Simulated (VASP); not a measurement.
# Cs2Ru (Pnnm) in VASP: single point with PBE

Aim: the single point of Cs2Ru with PBE.

Program: VASP 6.6.1. These are calculated values, not measurements. Logs are shortened: lines on timing, memory, paths and dates and some standing lists are left out, and cuts for length are marked.

**1. The cell of the first run**

The structure is orthorhombic, space group Pnnm (No. 58). Conventional cell: a = 5.886 Å, b = 7.184 Å, c = 4.485 Å, α = 90.00°, β = 90.00°, γ = 90.00°. Within 4.3 Å of Cs (site symmetry m) lie 10 Cs at 2.93 to 4.27 Å and 3 Ru at 2.97 to 2.98 Å. Ru (site symmetry 2/m) has 6 Cs at 2.97 to 2.98 Å within 3.9 Å.

**2. Single point, PBE**

The input, INCAR:

```
SYSTEM = Cs2Ru
ALGO = Fast
EDIFF = 1E-7
ENCUT = 520
GGA = PE
ISIF = 2
ISMEAR = 0
LASPH = .TRUE.
LCHARG = .TRUE.
LELF = .TRUE.
LREAL = .FALSE.
LVHAR = .TRUE.
LWAVE = .FALSE.
NBANDS = 41
NELM = 80
PREC = Accurate
SIGMA = 0.1
```

The input, KPOINTS:

```
k-points
0
G
  4 4 4
  0 0 0
```

The input, POSCAR:

```
Cs2Ru
1.0
    5.8864935729      0.0000000000      0.0000000000
    0.0000000000      7.1844199783      0.0000000000
    0.0000000000      0.0000000000      4.4849979380
Cs Ru
4 2
Direct
    0.2004000000      0.3787000000      0.0000000000
    0.7996000000      0.6213000000      0.0000000000
    0.7004000000      0.1213000000      0.5000000000
    0.2996000000      0.8787000000      0.5000000000
    0.0000000000      0.0000000000      0.0000000000
    0.5000000000      0.5000000000      0.5000000000
```

Potentials or basis: VASP PAW PBE potentials, release 64 (Cs_sv, Ru_pv).

On the command line:

```
$ cat potpaw_PBE.64/Cs_sv/POTCAR potpaw_PBE.64/Ru_pv/POTCAR > POTCAR
$ mpirun -np 1 vasp_std > vasp.out
```

OUTCAR:

```text
SYSTEM = Cs2Ru
   EDIFF = 1E-7
   ENCUT = 520
   GGA = PE
   ISIF = 2
   ISMEAR = 0
   LASPH = .TRUE.
   LREAL = .FALSE.
   NELM = 80
   PREC = Accurate

 ion  position               nearest neighbor table
   1  0.200  0.379  0.000-   2 2.93   5 2.97   6 2.98   6 2.98
   2  0.800  0.621  0.000-   1 2.93   5 2.97   6 2.98   6 2.98
   3  0.700  0.121  0.500-   4 2.93   6 2.97   5 2.98   5 2.98
   4  0.300  0.879  0.500-   3 2.93   6 2.97   5 2.98   5 2.98
   5  0.000  0.000  0.000-   1 2.97   2 2.97   3 2.98   4 2.98   3 2.98   4 2.98
   6  0.500  0.500  0.500-   3 2.97   4 2.97   1 2.98   2 2.98   1 2.98   2 2.98

  LATTYP: Found a simple orthorhombic cell.
 ALAT       =     4.4849979380
 B/A-ratio  =     1.3124852351
 C/A-ratio  =     1.6018781006

  Lattice vectors:

 A1 = (   0.0000000000,   0.0000000000,   4.4849979380)
 A2 = (   5.8864935729,   0.0000000000,   0.0000000000)
 A3 = (   0.0000000000,   7.1844199783,   0.0000000000)

Analysis of symmetry for initial positions (statically):
=====================================================================
 Subroutine PRICEL returns:
 Original cell was already a primitive cell.

 Routine SETGRP: Setting up the symmetry group for a
 simple orthorhombic supercell.

 Subroutine GETGRP returns: Found  8 space group operations
 (whereof  4 operations were pure point group operations)
 out of a pool of  8 trial point group operations.

The static configuration has the point symmetry C_2h.
 The point group associated with its full space group is D_2h.

Analysis of symmetry for dynamics (positions and initial velocities):
=====================================================================
 Subroutine PRICEL returns:
 Original cell was already a primitive cell.

 Routine SETGRP: Setting up the symmetry group for a
 simple orthorhombic supercell.

 Subroutine GETGRP returns: Found  8 space group operations
 (whereof  4 operations were pure point group operations)
 out of a pool of  8 trial point group operations.

The dynamic configuration has the point symmetry C_2h.
 The point group associated with its full space group is D_2h.

 Subroutine INISYM returns: Found  8 space group operations
 (whereof  4 operations are pure point group operations),
 and found     1 'primitive' translations

----------------------------------------------------------------------------------------

                                     Primitive cell

  volume of cell :     189.6752
[... 101 lines left out ...]
   IBRION =     -1    ionic relax: 0-MD 1-quasi-New 2-CG
   NFREE  =      0    steps in history (QN), initial steepest desc. (CG)
   ISIF   =      2    stress and relaxation
   ISYM   =      2    0-nonsym 1-usesym 2-fastsym
   POTIM  = 0.5000    time-step for ionic-motion
   TEBEG  =    0.0;   TEEND  =   0.0 temperature during run
   PSTRESS=    0.0 pullay stress
   NELECT =      64.0000    total number of electrons
   NUPDOWN=      -1.0000    fix difference up-down
   EMIN   =  10.00;   EMAX   =-10.00  energy-range for DOS
   EFERMI =   0.00;   METHOD = LEGACY
   ISMEAR =     0;   SIGMA  =   0.10  broadening in eV -4-tet -1-fermi 0-gaus
   EFERMI_NEDOS =   21; number of points for ismear=-14 and -15
   IALGO  =     68    algorithm
   IMIX   =      4    mixing-type and parameters
     AMIX     =   0.40;   BMIX     =  1.00
     AMIX_MAG =   1.60;   BMIX_MAG =  1.00
  volume/ion in A,a.u.               =      31.61       213.33
  Fermi-wavevector in a.u.,A,eV,Ry     =   1.139719  2.153757 17.673428  1.298960
  Thomas-Fermi vector in A             =   2.276422
   LORBIT       =      0    0 simple, 1 ext, 2 COOP (PROOUT), +10 PAW based schemes
   GGA     = PE    functional components
   LHFCALC =     F    Hartree Fock is set to
   AEXX    =    0.0000 exact exchange contribution
   IVDW    =     0    specifies the selected vdW correction
   LEPSILON=     F    determine dielectric tensor
   LRPA    =     F    only Hartree local field effects (RPA)
 non-spin polarized calculation
 RMM-DIIS sequential band-by-band and
 Gauss-broadening in eV      SIGMA  =   0.10
  energy-cutoff  :      520.00
  volume of cell :      189.68
 maximum number of plane-waves:      5144
 NGX is ok and might be reduce to    48
   NGX = 21   NGY = 27   NGZ = 17

 number of electron      63.9999996 magnetization

 Free energy of the ion-electron system (eV)
  ---------------------------------------------------
  ext. energy  EPLUGINS =         0.00000000
  ---------------------------------------------------
  free energy    TOTEN  =       -10.72835498 eV

  energy without entropy =      -10.68423074  energy(sigma->0) =      -10.70629286

 E-fermi :   4.6271     XC(G=0):  -9.5835

 val. band max:        4.6231527338   @ k =   0.0000   0.5000   0.0000
 cond. band min:       4.6283172952   @ k =   0.0000   0.0000   0.2500
 fundamental gap:      0.0051645614
 Fermi energy:         4.6271072912

 k-point     1 :       0.0000    0.0000    0.0000
  band No.  band energies     occupation
      1     -36.3093      2.00000
      2     -36.3089      2.00000
      3     -36.2309      2.00000
      4     -36.2307      2.00000
      5     -36.2136      2.00000
      6     -36.2134      2.00000
[... 1045 lines left out ...]
     40       8.0194      0.00000
     41       8.0765      0.00000

 [... further k-points ...]

------------------------ aborting loop because EDIFF is reached ----------------------------------------

  FORCE on cell =-STRESS in cart. coord.  units (eV):
  Direction    XX          YY          ZZ          XY          YZ          ZX
  --------------------------------------------------------------------------------------
  -------------------------------------------------------------------------------------
  Total       12.0468135      7.2499936      3.1383794      0.0000000      0.0000000      0.0000000
  in kB      101.7588371     61.2403372     26.5097351      0.0000000      0.0000000      0.0000000
  external PRESSURE =      63.1696365 kB  Pullay stress =       0.0000000 kB

 VOLUME and BASIS-vectors are now :
 -----------------------------------------------------------------------------
  energy-cutoff  :      520.00
  volume of cell :      189.68
      direct lattice vectors                 reciprocal lattice vectors
     5.886493573  0.000000000  0.000000000     0.169880420  0.000000000  0.000000000
     0.000000000  7.184419978  0.000000000     0.000000000  0.139190081  0.000000000
     0.000000000  0.000000000  4.484997938     0.000000000  0.000000000  0.222965543

 POSITION                                       TOTAL-FORCE (eV/Angst)
 -----------------------------------------------------------------------------------
      1.17965      2.72074      0.00000         2.295335     -1.819678      0.000000
      4.70684      4.46368      0.00000        -2.295335      1.819678      0.000000
      4.12290      0.87147      2.24250         2.295335      1.819678      0.000000
      1.76359      6.31295      2.24250        -2.295335     -1.819678     -0.000000
      0.00000      0.00000      0.00000        -0.000000      0.000000      0.000000
      2.94325      3.59221      2.24250        -0.000000      0.000000      0.000000
 -----------------------------------------------------------------------------------
    total drift:                               -0.000000     -0.000000     -0.000000

  FREE ENERGIE OF THE ION-ELECTRON SYSTEM (eV)
  ---------------------------------------------------
  free  energy   TOTEN  =       -10.7283549775 eV

  energy  without entropy=      -10.6842307396  energy(sigma->0) =      -10.70629286
```

OSZICAR:

```text
N       E                     dE             d eps       ncg     rms          rms(c)
DAV:   1     0.540831988653E+03    0.54083E+03   -0.31990E+04  2518   0.140E+03
DAV:   2     0.250197359004E+02   -0.51581E+03   -0.49083E+03  2698   0.325E+02
DAV:   3    -0.136507153960E+02   -0.38670E+02   -0.37916E+02  2704   0.817E+01
DAV:   4    -0.144496326901E+02   -0.79892E+00   -0.79506E+00  2648   0.121E+01
DAV:   5    -0.144701489494E+02   -0.20516E-01   -0.20498E-01  3017   0.171E+00    0.111E+01
RMM:   6    -0.149186858095E+02   -0.44854E+00   -0.28257E+01  2229   0.176E+01    0.212E+01
RMM:   7    -0.108691639147E+02    0.40495E+01   -0.81405E+00  2216   0.138E+01    0.298E+00
RMM:   8    -0.107281685537E+02    0.14100E+00   -0.67576E-01  2652   0.288E+00    0.124E+00
RMM:   9    -0.107236929962E+02    0.44756E-02   -0.13124E-01  2706   0.156E+00    0.312E-01
RMM:  10    -0.107276714077E+02   -0.39784E-02   -0.37579E-02  2884   0.529E-01    0.149E-01
RMM:  11    -0.107282719912E+02   -0.60058E-03   -0.41959E-03  2782   0.225E-01    0.316E-02
RMM:  12    -0.107283510761E+02   -0.79085E-04   -0.93749E-04  2958   0.890E-02    0.237E-02
RMM:  13    -0.107283540114E+02   -0.29353E-05   -0.11157E-04  2675   0.445E-02    0.123E-02
RMM:  14    -0.107283553914E+02   -0.13800E-05   -0.32807E-05  2864   0.187E-02    0.314E-03
RMM:  15    -0.107283555019E+02   -0.11052E-06   -0.60637E-06  2885   0.790E-03    0.135E-03
RMM:  16    -0.107283549023E+02    0.59962E-06   -0.97153E-07  2441   0.368E-03    0.622E-04
RMM:  17    -0.107283549775E+02   -0.75221E-07   -0.18824E-07  1800   0.175E-03
   1 F= -.10728355E+02 E0= -.10706293E+02  d E =-.441242E-01
```

Wall time 2 min (1 thread of Intel Xeon 6975P-C (Granite Rapids), shared host); peak memory 0.38 GiB.

What came out:

```yaml
Free_energy: -10.7284 eV
Pressure: 6.3 GPa
Largest_force: 2.929 eV/Å
Band_gap_on_the_k_mesh: zero (bands 32 and 33 overlap by 0.42 eV)
```

Forces in eV/Å, atoms in the order of the input:
```
Cs   2.295 -1.820  0.000
Cs  -2.295  1.820  0.000
Cs   2.295  1.820  0.000
Cs  -2.295 -1.820  0.000
Ru   0.000  0.000  0.000
Ru   0.000  0.000  0.000
```

Caveat: the cell stands under pressure; spin-orbit coupling is left out, which moves the levels of the heavy elements; forces of over 1 eV/Å act on the atoms, so gaps and moduli don't describe the material at rest.
